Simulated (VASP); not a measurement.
## FePt4: single point with PBE

The system is FePt4.

```
CELL_PARAMETERS angstrom
2.21189 1.27703 4.51632
-2.21189 1.27703 4.51632
0.00000 -2.55407 4.51632
ATOMIC_POSITIONS crystal
Fe 0.00000 0.00000 0.00000
Pt 0.60430 0.60430 0.60430
Pt 0.80573 0.80573 0.80573
Pt 0.19427 0.19427 0.19427
Pt 0.39570 0.39570 0.39570
```

| Property | Result |
| --- | --- |
| Program | VASP 6.6.1 |
| Task | single point |
| Functional | PBE |
| Potentials or basis | VASP PAW PBE potentials, release 64 (Fe, Pt) |
| Cutoff | 520 eV |
| k mesh | 6 × 6 × 6 |
| Occupations | gaussian, width 0.1 eV |
| Spin | collinear spin, ferromagnetic start |
| Starting moments | [4.0, 0.0, 0.0, 0.0, 0.0] μB |
| Dipole correction | no |
| Further INCAR settings | ALGO = Normal; EDIFF = 1e-07; NBANDS = 36 |

```json
{
 "Pressure": "-0.4 GPa",
 "Largest force": "0.011 eV/Å",
 "Net moment": "3.51 μB per cell",
 "Site moments": "Fe +3.13; Pt +0.12, +0.04 (each value once) μB",
 "Valence electrons inside the program's atomic spheres": "Fe 6.84; Pt 9.21, 9.29 (each value once)"
}
```

Forces on the atoms (eV/Å):
```
Fe   0.000  0.000  0.000
Pt   0.000  0.000 -0.003
Pt   0.000  0.000 -0.011
Pt   0.000  0.000  0.011
Pt   0.000  0.000  0.003
```

Stress tensor (GPa, compression positive):
```
-0.45  0.00  0.00
 0.00 -0.45  0.00
 0.00  0.00 -0.27
```

Levels at points of the mesh, in eV from the Fermi level:
Spin up:
| k point | band 22 | band 23 | band 24 | band 25 | band 26 | band 27 | band 28 | band 29 | band 30 | band 31 |
| --- | --- | --- | --- | --- | --- | --- | --- | --- | --- | --- |
| (0.00, 0.00, 0.00) | -0.89 | -0.74 | -0.74 | -0.28 | -0.28 | 3.52 | 4.29 | 6.70 | 6.71 | 7.17 |
| (0.50, 0.00, 0.00) | -1.16 | -0.72 | -0.63 | -0.39 | -0.23 | 0.12 | 0.50 | 5.18 | 5.37 | 5.85 |
| (0.50, 0.50, 0.00) | -0.83 | -0.68 | -0.62 | -0.39 | 0.07 | 0.48 | 0.61 | 1.09 | 1.70 | 6.07 |
| (0.50, 0.50, 0.50) | -1.16 | -0.52 | -0.52 | 0.01 | 0.01 | 0.10 | 5.47 | 5.64 | 7.07 | 7.07 |
Spin down:
| k point | band 18 | band 19 | band 20 | band 21 | band 22 | band 23 | band 24 | band 25 | band 26 | band 27 |
| --- | --- | --- | --- | --- | --- | --- | --- | --- | --- | --- |
| (0.00, 0.00, 0.00) | -1.02 | -0.66 | -0.66 | -0.22 | -0.22 | 0.48 | 0.48 | 0.89 | 0.89 | 4.30 |
| (0.50, 0.00, 0.00) | -1.07 | -0.82 | -0.72 | -0.30 | -0.18 | 0.09 | 0.20 | 0.36 | 0.79 | 1.03 |
| (0.50, 0.50, 0.00) | -0.87 | -0.83 | -0.56 | -0.50 | 0.08 | 0.15 | 0.67 | 0.70 | 0.87 | 1.11 |
| (0.50, 0.50, 0.50) | -0.80 | -0.80 | -0.56 | -0.44 | -0.44 | 0.90 | 0.90 | 0.96 | 0.96 | 0.96 |

Run time: 6.8 min on 1 thread of Oxide Virtual Turin-like Processor, on a shared host, peak memory 0.33 GiB.

Caveat: spin-orbit coupling is left out, which moves the levels of the heavy elements.
